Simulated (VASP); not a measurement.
## Pd: single point with PBE

Pd:

```xyz
1
Lattice="2.5508 0.0000 0.0000 -1.2754 2.2091 0.0000 0.0000 0.0000 2.4767" Properties=species:S:1:pos:R:3 pbc="T T T"
Pd    0.0000    0.0000    0.0000
```

This cell differs from its parent crystal: volume scaled by 0.84.

- Program: VASP 6.6.1
- Task: single point
- Functional: PBE
- Potentials or basis: VASP PAW PBE potentials, release 64 (Pd)
- Cutoff: 520 eV
- k mesh: 16 × 16 × 15
- Occupations: fermi-dirac, width 0.08 eV
- Spin: no spin polarisation

| Item | Value |
| --- | --- |
| Pressure | 38.9 GPa |
| Band gap on the k mesh | zero (band 5 reaches 12.14 eV, above the bottom of band 6 at 9.48 eV) |

Stress tensor (GPa, compression positive):
```
38.99  0.00  0.00
 0.00 38.99  0.00
 0.00  0.00 38.83
```

Levels at points of the mesh, in eV from the Fermi level:
```csv
k point,band 2,band 3,band 4,band 5,band 6,band 7,band 8,band 9
"(0.00, 0.00, 0.00)",-5.94,-3.38,-3.38,0.09,0.09,16.95,17.55,24.35
"(0.50, 0.00, 0.00)",-4.73,-2.18,-0.39,0.45,0.78,7.78,15.79,20.34
```

It took 28 s on 1 thread of Intel(R) Xeon(R) Platinum 8488C (Sapphire Rapids), on a shared host, peak memory 0.15 GiB.
